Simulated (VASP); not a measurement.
Here is a VASP 6.6.1 calculation.

The input INCAR:

```
SYSTEM = CaO
PREC     = Accurate       ! precision mode
ENCUT    = 520            ! plane-wave cutoff, eV
EDIFF    = 1E-6           ! SCF threshold, eV
ISMEAR   = 0              ! smearing method
SIGMA    = 0.01           ! smearing width, eV
LREAL    = .False.        ! projectors in reciprocal space
LASPH    = .True.         ! aspherical terms in the spheres
NELM     = 80             ! most SCF steps
ALGO     = Normal         ! electronic algorithm
ISIF     = 2              ! what is computed and relaxed
LWAVE    = .False.        ! write WAVECAR
LCHARG   = .False.        ! write CHGCAR
GGA      = CA             ! functional
NBANDS   = 24             ! bands
```

The input KPOINTS:

```
Automatic mesh
0
Gamma
  6 6 2
  0 0 0
```

The input POSCAR:

```
CaO
1.0
    3.3199366186      0.0000000000      0.0000000000
   -1.6599683093      2.8751494507      0.0000000000
    0.0000000000      0.0000000000      5.8143085453
Ca O
2 2
Direct
    0.0000000000      0.0000000000      0.0000000000
    0.0000000000      0.0000000000      0.5000000000
    0.3333333333      0.6666666667      0.2500000000
    0.6666666667      0.3333333333      0.7500000000
```

Potentials or basis: VASP PAW LDA potentials, release 64 (Ca_sv, O).

Command:

```sh
$ cat potpaw_LDA.64/Ca_sv/POTCAR potpaw_LDA.64/O/POTCAR > POTCAR
$ mpirun -np 1 vasp_std > vasp.out
```

What does it give for the band gap on the k mesh?

3.66 eV.

Predict the pressure.

-5.2 GPa.

Stress tensor (GPa, compression positive):
```
-5.14  0.00  0.00
 0.00 -5.14  0.00
 0.00  0.00 -5.34
```

Caveat: the k points lie up to 0.54 Å⁻¹ apart. A k mesh can miss the band edges.
